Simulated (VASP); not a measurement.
BeTe:

```
Te Be
1.0
     0.00000    2.77000    2.77000
     2.77000    0.00000    2.77000
     2.77000    2.77000    0.00000
Te Be
1 1
Direct
  0.75000 0.75000 0.75000
  0.00000 0.00000 0.00000
```

```yaml
Program: VASP 6.6.1
Task: relaxation of cell and atoms
Functional: RPBE
Dispersion: D3(BJ)
Potentials_or_basis: VASP PAW PBE potentials, release 64 (Te, Be)
Cutoff: 600 eV
k_mesh: 8 × 8 × 8
Occupations: fermi-dirac, width 0.05 eV
Spin: no spin polarisation
```

At the start: pressure -7.1 GPa; volume 21.25 Å³/atom.

Task: Where does the relaxation end?

Result: Over 3 steps the energy falls by 58.8 meV/atom and the volume is 18.85 Å³/atom (-11.3 %); space group F-43m (No. 216, to 0.05 Å).

The path:
```csv
step,energy change (eV),largest force (eV/Å),pressure (GPa),volume (Å³)
1,0.0000,0.0000,-7.12,42.51
2,-0.1141,0.0000,1.57,36.95
3,-0.1177,0.0000,0.03,37.69
```

Final structure:
```
Te Be
1.0
     0.00000    2.66118    2.66118
     2.66118    0.00000    2.66118
     2.66118    2.66118    0.00000
Te Be
1 1
Cartesian
  3.9918 3.9918 3.9918
  0.0000 0.0000 0.0000
```

Caveat: the PAW data sets were made with another functional, which shifts forces and pressure a little; the volume moved by -11 % from the deposited cell, more than functionals usually miss.
